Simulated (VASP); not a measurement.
A run of VASP 6.6.1:

INCAR

```
PREC = Accurate ; ENCUT = 520
EDIFF = 1E-6 ; ISMEAR = -1
SIGMA = 0.02 ; LREAL = False
LASPH = True ; NELM = 80
ALGO = Normal ; ISIF = 2
LWAVE = False ; LCHARG = False
GGA = PE ; NBANDS = 21
```

The input KPOINTS:

```
regular mesh
0
Gamma
  8 8 3
```

POSCAR

```
B2O
1.0
    2.8790012395      0.0000000000      0.0000000000
   -1.4395006198      2.4932882109      0.0000000000
    0.0000000000      0.0000000000      7.0520000000
B O
4 2
Direct
    0.0000000000      0.0000000000      0.3800000000
    0.0000000000      0.0000000000      0.6200000000
    0.6666666667      0.3333333333      0.0230000000
    0.3333333333      0.6666666667      0.9770000000
    0.6666666667      0.3333333333      0.3060000000
    0.3333333333      0.6666666667      0.6940000000
```

Potentials or basis: VASP PAW PBE potentials, release 64 (B, O).

The run is started by

```sh
$ cat potpaw_PBE.64/B/POTCAR potpaw_PBE.64/O/POTCAR > POTCAR
$ mpirun -np 1 vasp_std > vasp.out
```

Hardware: 1 thread of AMD EPYC 7R13 Processor (Zen 3), on a shared host.

Question: How long does it take, and how much memory?

Answer: Run time: 25 s on 1 thread of AMD EPYC 7R13 Processor (Zen 3), with other jobs on the host, peak memory 0.14 GiB. Counts: scf iterations 19, k points 25.
